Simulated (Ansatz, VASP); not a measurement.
Two plane-wave programs on ZnAu

```
CELL_PARAMETERS angstrom
3.14700 0.00000 0.00000
0.00000 3.14700 0.00000
0.00000 0.00000 3.14700
ATOMIC_POSITIONS crystal
Zn 0.50000 0.50000 0.50000
Au 0.06000 0.00000 0.00000
```

Alike in both runs: task single point; functional LDA; k mesh 5 × 5 × 5; occupations fermi-dirac, width 0.15 eV; no spin polarisation.

|  | VASP | Ansatz |
| --- | --- | --- |
| version | VASP 6.6.1 | Ansatz 0.2.0 |
| potentials or method | VASP PAW LDA potentials, release 64 (Zn, Au), cutoff 500 eV | plane waves, PAW |
| valence electrons in the cell | 23 | 31 |

VASP gave:

```
gap on the k mesh at the Fermi level (eV) : none
rms of the force components (eV/Å)        : 0.328
```

Q: Which values does Ansatz return?

A: gap on the k mesh at the Fermi level (eV): none; rms of the force components (eV/Å): 0.315.

LDA's correlation is that of Perdew and Zunger in VASP and of Perdew and Wang (1992) in Ansatz. Atom by atom the forces differ by 0.014 eV/Å (rms over components). A gap of «none» marks a metal or a gap that the smearing closes. VASP's potentials hold 23 valence electrons a cell and Ansatz's 31, so a difference there can come from the potentials and not from the codes.

The k mesh is coarse, so the values compare programs but aren't converged. Spin-orbit coupling is off throughout.
